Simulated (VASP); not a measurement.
The system is CuI.

```
Cu I
1.0
     3.66139    0.00000    0.00000
     0.00000    3.66139    0.00000
     0.00000    0.00000    3.66139
Cu I
1 1
Direct
  0.00000 0.00000 0.00000
  0.50000 0.50000 0.50000
```

Program: VASP 6.6.1. Alike in all runs: task single point; potentials or basis VASP PAW PBE potentials, release 64 (Cu, I); no spin polarisation; cell as given; cutoff (eV) 520; smearing fermi-dirac 0.02 eV.

Q: Order these runs on this cell by their band gap on the k mesh, lowest first.
A. level PBEsol; k mesh 6 × 6 × 6
B. level PBE-based screened hybrid with 50 % exact exchange; k mesh 4 × 4 × 4; grid for exact exchange (PRECFOCK) Normal; share of exact exchange 0.5; screening parameter 0.3 1/Å
C. level PBE-based global hybrid with 20 % exact exchange; k mesh 4 × 4 × 4; grid for exact exchange (PRECFOCK) Normal; share of exact exchange 0.2

A: A (metal), C (0.87 eV), B (1.16 eV).

Caveats: some runs use coarse meshes; the structure was generated, so it needn't be the stable form of CuI; spin-orbit coupling is left out, which moves the levels of the heavy elements; the cell stands under tension (at least some runs); semilocal functionals underestimate gaps, and a narrow one can read as zero (at least some runs).

A k mesh can miss the band edges.
